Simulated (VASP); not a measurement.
# MgO (Fm-3m) in VASP: notebook

Runs on MgO. Level: LDA. Tasks: single point, relaxation of cell and atoms.

All numbers are computed with VASP 6.6.1; they aren't measurements. Logs are shortened: lines on timing, memory, paths and dates and some standing lists are left out, and cuts for length are marked.

**1. The cell of the first run**

Symmetry: Fm-3m, No. 225, cubic system. The conventional cell has a = 4.126 Å, b = 4.126 Å, c = 4.126 Å, α = 90.00°, β = 90.00°, γ = 90.00°. Mg (site symmetry m-3m) has 6 O at 2.06 Å within 2.7 Å. Within 2.7 Å of O (site symmetry m-3m) lie 6 Mg at 2.06 Å.

**2. Single point, LDA**

INCAR reads:

```
SYSTEM = MgO
PREC = Accurate
ENCUT = 600
EDIFF = 1E-6
ISMEAR = 0
SIGMA = 0.02
LREAL = .False.
LASPH = .True.
NELM = 120
ALGO = Normal
ISIF = 2
LWAVE = .False.
LCHARG = .False.
NBANDS = 11
GGA_COMPAT = .False.
```

KPOINTS reads:

```
regular mesh
0
Gamma
  10 10 10
  0 0 0
```

POSCAR reads:

```
MgO
1.0
    0.0000000000      2.0631940875      2.0631940875
    2.0631940875      0.0000000000      2.0631940875
    2.0631940875      2.0631940875      0.0000000000
Mg O
1 1
Direct
    0.0000000000      0.0000000000      0.0000000000
    0.5000000000      0.5000000000      0.5000000000
```

Potentials or basis: VASP PAW LDA potentials, release 64 (Mg, O).

Launch:

```sh
cat potpaw_LDA.64/Mg/POTCAR potpaw_LDA.64/O/POTCAR > POTCAR
mpirun -np 1 vasp_std > vasp.out
```

OUTCAR:

```text
SYSTEM = MgO
   PREC = Accurate
   ENCUT = 600
   EDIFF = 1E-6
   ISMEAR = 0
   LREAL = .False.
   LASPH = .True.
   NELM = 120
   ISIF = 2

 ion  position               nearest neighbor table
   1  0.000  0.000  0.000-   2 2.06   2 2.06   2 2.06   2 2.06   2 2.06   2 2.06
   2  0.500  0.500  0.500-   1 2.06   1 2.06   1 2.06   1 2.06   1 2.06   1 2.06

  LATTYP: Found a face centered cubic cell.
 ALAT       =     4.1263881750

  Lattice vectors:

 A1 = (   0.0000000000,   2.0631940875,   2.0631940875)
 A2 = (   2.0631940875,   0.0000000000,   2.0631940875)
 A3 = (   2.0631940875,   2.0631940875,   0.0000000000)

Analysis of symmetry for initial positions (statically):
=====================================================================
 Subroutine PRICEL returns:
 Original cell was already a primitive cell.

 Routine SETGRP: Setting up the symmetry group for a
 face centered cubic supercell.

 Subroutine GETGRP returns: Found 48 space group operations
 (whereof 48 operations were pure point group operations)
 out of a pool of 48 trial point group operations.

The static configuration has the point symmetry O_h .

Analysis of symmetry for dynamics (positions and initial velocities):
=====================================================================
 Subroutine PRICEL returns:
 Original cell was already a primitive cell.

 Routine SETGRP: Setting up the symmetry group for a
 face centered cubic supercell.

 Subroutine GETGRP returns: Found 48 space group operations
 (whereof 48 operations were pure point group operations)
 out of a pool of 48 trial point group operations.

The dynamic configuration has the point symmetry O_h .

 Subroutine INISYM returns: Found 48 space group operations
 (whereof 48 operations are pure point group operations),
 and found     1 'primitive' translations

----------------------------------------------------------------------------------------

                                     Primitive cell

  volume of cell :      17.5651

  direct lattice vectors                    reciprocal lattice vectors
     0.000000000  2.063194087  2.063194087    -0.242342688  0.242342688  0.242342688
     2.063194087  0.000000000  2.063194087     0.242342688 -0.242342688  0.242342688
     2.063194087  2.063194087  0.000000000     0.242342688  0.242342688 -0.242342688

  length of vectors
     2.917797060  2.917797060  2.917797060     0.419749848  0.419749848  0.419749848

  position of ions in fractional coordinates (direct lattice)
     0.000000000  0.000000000  0.000000000
     0.500000000  0.500000000  0.500000000

  ion indices of the primitive-cell ions
   primitive index   ion index
                 1           1
                 2           2

----------------------------------------------------------------------------------------

 KPOINTS: regular mesh

Automatic generation of k-mesh.
 Grid dimensions read from file:
 generate k-points for:   10   10   10

 Generating k-lattice:

  Cartesian coordinates                     Fractional coordinates (reciprocal lattice)
    -0.024234269  0.024234269  0.024234269     0.100000000  0.000000000  0.000000000
     0.024234269 -0.024234269  0.024234269     0.000000000  0.100000000  0.000000000
     0.024234269  0.024234269 -0.024234269     0.000000000  0.000000000  0.100000000

  Length of vectors
     0.041974985  0.041974985  0.041974985

  Shift w.r.t. Gamma in fractional coordinates (k-lattice)
     0.000000000  0.000000000  0.000000000

 Subroutine IBZKPT returns following result:
 ===========================================

 Found     47 irreducible k-points:

 Following reciprocal coordinates:
            Coordinates               Weight
  0.000000  0.000000  0.000000      1.000000
  0.100000  0.000000  0.000000      8.000000
  0.200000  0.000000  0.000000      8.000000
  0.300000  0.000000  0.000000      8.000000
  0.400000  0.000000  0.000000      8.000000
  0.500000  0.000000  0.000000      4.000000
[... 16 lines left out ...]
  0.300000  0.300000  0.000000      6.000000
  0.400000  0.300000  0.000000     24.000000
 [... further k-points ...]
   k-points           NKPTS =     47   k-points in BZ     NKDIM =     47   number of bands    NBANDS=     11
   number of dos      NEDOS =    301   number of ions     NIONS =      2
   total plane-waves  NPLWV =  13824
   dimension x,y,z NGX =    24 NGY =   24 NGZ =   24
   dimension x,y,z NGXF=    48 NGYF=   48 NGZF=   48
   ions per type =               1   1
   NGX,Y,Z   is equivalent  to a cutoff of  13.67, 13.67, 13.67 a.u.
   NGXF,Y,Z  is equivalent  to a cutoff of  27.35, 27.35, 27.35 a.u.
 SYSTEM =  MgO
   PREC   = accura    normal or accurate (medium, high low for compatibility)
   ISTART =      0    job   : 0-new  1-cont  2-samecut
   ICHARG =      2    charge: 1-file 2-atom 10-const
   ISPIN  =      1    spin polarized calculation?
   LNONCOLLINEAR =      F non collinear calculations
   LSORBIT =      F    spin-orbit coupling
   LASPH  =      T    aspherical Exc in radial PAW
   ENCUT  =  600.0 eV  44.10 Ry    6.64 a.u.   5.83  5.83  5.83*2*pi/ulx,y,z
   NELM   =    120;   NELMIN=  2; NELMDL= -5     # of ELM steps
   EDIFF  = 0.1E-05   stopping-criterion for ELM
   LREAL  =      F    real-space projection
   EDIFFG = 0.1E-04   stopping-criterion for IOM
   NSW    =      0    number of steps for IOM
   IBRION =     -1    ionic relax: 0-MD 1-quasi-New 2-CG
   NFREE  =      0    steps in history (QN), initial steepest desc. (CG)
   ISIF   =      2    stress and relaxation
   ISYM   =      2    0-nonsym 1-usesym 2-fastsym
   POTIM  = 0.5000    time-step for ionic-motion
   TEBEG  =    0.0;   TEEND  =   0.0 temperature during run
   PSTRESS=    0.0 pullay stress
   NELECT =       8.0000    total number of electrons
   NUPDOWN=      -1.0000    fix difference up-down
   EMIN   =  10.00;   EMAX   =-10.00  energy-range for DOS
   EFERMI =   0.00;   METHOD = LEGACY
   ISMEAR =     0;   SIGMA  =   0.02  broadening in eV -4-tet -1-fermi 0-gaus
   EFERMI_NEDOS =   21; number of points for ismear=-14 and -15
   IALGO  =     38    algorithm
   IMIX   =      4    mixing-type and parameters
     AMIX     =   0.40;   BMIX     =  1.00
     AMIX_MAG =   1.60;   BMIX_MAG =  1.00
  volume/ion in A,a.u.               =       8.78        59.27
  Fermi-wavevector in a.u.,A,eV,Ry     =   1.259567  2.380237 21.585779  1.586510
  Thomas-Fermi vector in A             =   2.393121
   LORBIT       =      0    0 simple, 1 ext, 2 COOP (PROOUT), +10 PAW based schemes
   GGA     = CA    functional components
   LHFCALC =     F    Hartree Fock is set to
   AEXX    =    0.0000 exact exchange contribution
   IVDW    =     0    specifies the selected vdW correction
   LEPSILON=     F    determine dielectric tensor
   LRPA    =     F    only Hartree local field effects (RPA)
 non-spin polarized calculation
 Gauss-broadening in eV      SIGMA  =   0.02
  energy-cutoff  :      600.00
  volume of cell :       17.57
 maximum number of plane-waves:       600
   NGX = 11   NGY = 11   NGZ = 11

 number of electron       7.9999997 magnetization

 Free energy of the ion-electron system (eV)
  ---------------------------------------------------
  ext. energy  EPLUGINS =         0.00000000
  ---------------------------------------------------
  free energy    TOTEN  =       -13.44665166 eV

  energy without entropy =      -13.44665166  energy(sigma->0) =      -13.44665166

 E-fermi :   3.5263     XC(G=0): -11.8924

 val. band max:        3.3625694293   @ k =   0.0000   0.0000   0.0000
 cond. band min:       8.6454333619   @ k =   0.0000   0.0000   0.0000
 fundamental gap:      5.2828639326
 Fermi energy:         3.5262863141

 k-point     1 :       0.0000    0.0000    0.0000
  band No.  band energies     occupation
      1     -13.9741      2.00000
      2       3.3626      2.00000
      3       3.3626      2.00000
      4       3.3626      2.00000
      5       8.6454      0.00000
      6      19.2240      0.00000
      7      19.2240      0.00000
      8      19.2240      0.00000
      9      23.4129      0.00000
     10      25.1344      0.00000
     11      25.1344      0.00000

 k-point     2 :       0.1000    0.0000    0.0000
  band No.  band energies     occupation
      1     -13.8522      2.00000
      2       2.6912      2.00000
      3       3.2854      2.00000
      4       3.2854      2.00000
      5       9.2606      0.00000
      6      17.9809      0.00000
      7      19.4873      0.00000
      8      19.4873      0.00000
      9      24.4694      0.00000
     10      24.4694      0.00000
     11      25.1511      0.00000

 k-point     3 :       0.2000    0.0000    0.0000
  band No.  band energies     occupation
      1     -13.5145      2.00000
      2       1.2906      2.00000
      3       3.0909      2.00000
      4       3.0909      2.00000
      5      10.4236      0.00000
      6      16.5085      0.00000
      7      20.0454      0.00000
      8      20.0454      0.00000
      9      23.7936      0.00000
     10      23.7936      0.00000
     11      26.2893      0.00000

 k-point     4 :       0.3000    0.0000    0.0000
  band No.  band energies     occupation
      1     -13.0525      2.00000
      2      -0.1462      2.00000
      3       2.8630      2.00000
      4       2.8630      2.00000
      5      11.2547      0.00000
      6      15.9669      0.00000
      7      20.2630      0.00000
      8      20.2630      0.00000
      9      24.2304      0.00000
     10      24.2304      0.00000
     11      25.6796      0.00000

 k-point     5 :       0.4000    0.0000    0.0000
  band No.  band energies     occupation
      1     -12.6308      2.00000
      2      -1.2166      2.00000
      3       2.6876      2.00000
      4       2.6876      2.00000
      5      11.4844      0.00000
      6      16.2305      0.00000
      7      20.0998      0.00000
      8      20.0998      0.00000
      9      25.0800      0.00000
     10      25.5251      0.00000
     11      25.5251      0.00000
[... 211 lines left out ...]
 k-point    21 :      -0.3000    0.2000    0.0000
  band No.  band energies     occupation
      1     -12.5417      2.00000
      2      -0.5776      2.00000
      3       1.3841      2.00000
      4       2.6253      2.00000
      5      13.0127      0.00000
      6      15.5380      0.00000
      7      17.9773      0.00000
      8      21.1039      0.00000
      9      23.9074      0.00000
     10      24.9256      0.00000
     11      29.1323      0.00000

 k-point    22 :      -0.2000    0.2000    0.0000
  band No.  band energies     occupation
      1     -12.9162      2.00000
      2       0.0701      2.00000
      3       1.8929      2.00000
      4       2.8546      2.00000
      5      12.2960      0.00000
      6      15.3822      0.00000
      7      18.8775      0.00000
      8      21.5715      0.00000
      9      22.0134      0.00000
     10      25.1338      0.00000
     11      28.9113      0.00000

 k-point    23 :       0.3000    0.3000    0.0000
  band No.  band energies     occupation
      1     -12.8190      2.00000
      2       0.0021      2.00000
      3       2.3411      2.00000
      4       2.3412      2.00000
      5      12.7382      0.00000
      6      13.6728      0.00000
      7      18.1770      0.00000
      8      21.7430      0.00000
      9      21.7430      0.00000
     10      27.8976      0.00000
     11      31.7039      0.00000

 k-point    24 :       0.4000    0.3000    0.0000
  band No.  band energies     occupation
      1     -12.5247      2.00000
      2      -0.4735      2.00000
      3       1.9397      2.00000
      4       2.1808      2.00000
      5      13.2085      0.00000
      6      13.6713      0.00000
      7      17.3485      0.00000
      8      22.0370      0.00000
      9      22.2590      0.00000
     10      28.6936      0.00000
     11      31.3108      0.00000

 [... further k-points ...]

------------------------ aborting loop because EDIFF is reached ----------------------------------------

  FORCE on cell =-STRESS in cart. coord.  units (eV):
  Direction    XX          YY          ZZ          XY          YZ          ZX
  --------------------------------------------------------------------------------------
  -------------------------------------------------------------------------------------
  Total        0.2553537      0.2553537      0.2553537      0.0000000      0.0000000     -0.0000000
  in kB       23.2917711     23.2917711     23.2917711      0.0000000      0.0000000     -0.0000000
  external PRESSURE =      23.2917711 kB  Pullay stress =       0.0000000 kB

 VOLUME and BASIS-vectors are now :
 -----------------------------------------------------------------------------
  energy-cutoff  :      600.00
  volume of cell :       17.57
      direct lattice vectors                 reciprocal lattice vectors
     0.000000000  2.063194087  2.063194087    -0.242342688  0.242342688  0.242342688
     2.063194087  0.000000000  2.063194087     0.242342688 -0.242342688  0.242342688
     2.063194087  2.063194087  0.000000000     0.242342688  0.242342688 -0.242342688

 POSITION                                       TOTAL-FORCE (eV/Angst)
 -----------------------------------------------------------------------------------
      0.00000      0.00000      0.00000         0.000000      0.000000      0.000000
      2.06319      2.06319      2.06319        -0.000000     -0.000000      0.000000
 -----------------------------------------------------------------------------------
    total drift:                               -0.000000     -0.000000      0.000000

  FREE ENERGIE OF THE ION-ELECTRON SYSTEM (eV)
  ---------------------------------------------------
  free  energy   TOTEN  =       -13.4466516589 eV

  energy  without entropy=      -13.4466516589  energy(sigma->0) =      -13.44665166
```

It took 4 s on 1 thread of Intel Xeon Platinum 8559C (Emerald Rapids), shared host; peak memory 0.13 GiB.

What came out:

| Item | Value |
| --- | --- |
| Free energy | -13.4467 eV |
| Pressure | 2.3 GPa |
| Band gap on the k mesh | 5.28 eV |

As with any semilocal functional, this LDA gap is likely too small.

**3. Relaxation of cell and atoms, LDA, target pressure 4.3 GPa, at which the enthalpy is minimised**

This run uses another cell than the first one, of 9.37 Å³/atom.

INCAR reads:

```
SYSTEM = MgO
ALGO     = Normal         ! electronic algorithm
EDIFF    = 1E-7           ! SCF threshold, eV
EDIFFG   = -0.002         ! ionic threshold
ENCUT    = 600            ! plane-wave cutoff, eV
GGA      = CA             ! functional
GGA_COMPAT= .False.      
IBRION   = 2              ! ionic algorithm
ISIF     = 3              ! what is computed and relaxed
ISMEAR   = 0              ! smearing method
LASPH    = .True.         ! aspherical terms in the spheres
LCHARG   = .False.        ! write CHGCAR
LREAL    = .False.        ! projectors in reciprocal space
LWAVE    = .False.        ! write WAVECAR
NELM     = 120            ! most SCF steps
NELMIN   = 4            
NSW      = 100            ! ionic steps
PREC     = Accurate       ! precision mode
PSTRESS  = 43.0         
SIGMA    = 0.02           ! smearing width, eV
```

KPOINTS reads:

```
k-points
0
Gamma
  10 10 10
  0 0 0
```

POSCAR reads:

```
MgO
1.0
    0.0000000000      2.1085000000      2.1085000000
    2.1085000000      0.0000000000      2.1085000000
    2.1085000000      2.1085000000      0.0000000000
Mg O
1 1
Direct
    0.0000000000      0.0000000000      0.0000000000
    0.5000000000      0.5000000000      0.5000000000
```

Potentials or basis: VASP PAW LDA potentials, release 64 (Mg, O).

Launch:

```sh
cat potpaw_LDA.64/Mg/POTCAR potpaw_LDA.64/O/POTCAR > POTCAR
mpirun -np 1 vasp_std > vasp.out
```

Run time: 7.1 s. Hardware: 1 thread of Intel Xeon Platinum 8559C (Emerald Rapids), shared host; peak memory 0.14 GiB.

Results (log left out):

| Property | Result |
| --- | --- |
| Free energy | -13.4463 eV |
| Relaxed volume | 8.69 Å³/atom |
| Relaxed cell | a = 2.908 Å, b = 2.908 Å, c = 2.908 Å, α = 60.00°, β = 60.00°, γ = 60.00° |
| Space group after relaxing (to 0.1 Å) | Fm-3m (No. 225) |
| Energy change on relaxing (the run minimises the enthalpy) | -10.7 meV/atom |
| Ionic steps | 3 |
| Pressure after relaxing | 4.3 GPa |
| Band gap on the k mesh | 5.40 eV |

The path:
```tsv
step	energy change (eV)	largest force (eV/Å)	pressure (GPa)	volume (Å³)
1	0.0000	0.0000	-8.48	18.75
2	0.0075	0.0000	11.60	16.79
3	-0.0214	0.0000	4.30	17.38
```

Final structure:
```cif
data_structure
_symmetry_space_group_name_H-M 'P 1'
_symmetry_Int_Tables_number 1
_cell_length_a 2.9076
_cell_length_b 2.9076
_cell_length_c 2.9076
_cell_angle_alpha 60.000
_cell_angle_beta 60.000
_cell_angle_gamma 60.000
_cell_volume 17.38
loop_
_atom_site_label
_atom_site_type_symbol
_atom_site_fract_x
_atom_site_fract_y
_atom_site_fract_z
_atom_site_occupancy
Mg1 Mg 0.00000 0.00000 0.00000 1
O1 O 0.50000 0.50000 0.50000 1
```

Levels at points of the mesh, in eV from the valence-band top:
```tsv
k point	band 2	band 3	band 4	band 5	band 6	band 7
(0.00, 0.00, 0.00)	0.00	0.00	0.00	5.40	15.92	15.92
(0.50, 0.00, 0.00)	-5.03	-0.75	-0.75	8.20	13.22	16.75
(0.50, 0.50, 0.00)	-4.46	-1.48	-1.48	8.95	10.51	13.67
```

Caveat: the cell is relaxed towards a set pressure, so the run minimises the enthalpy, not the energy.
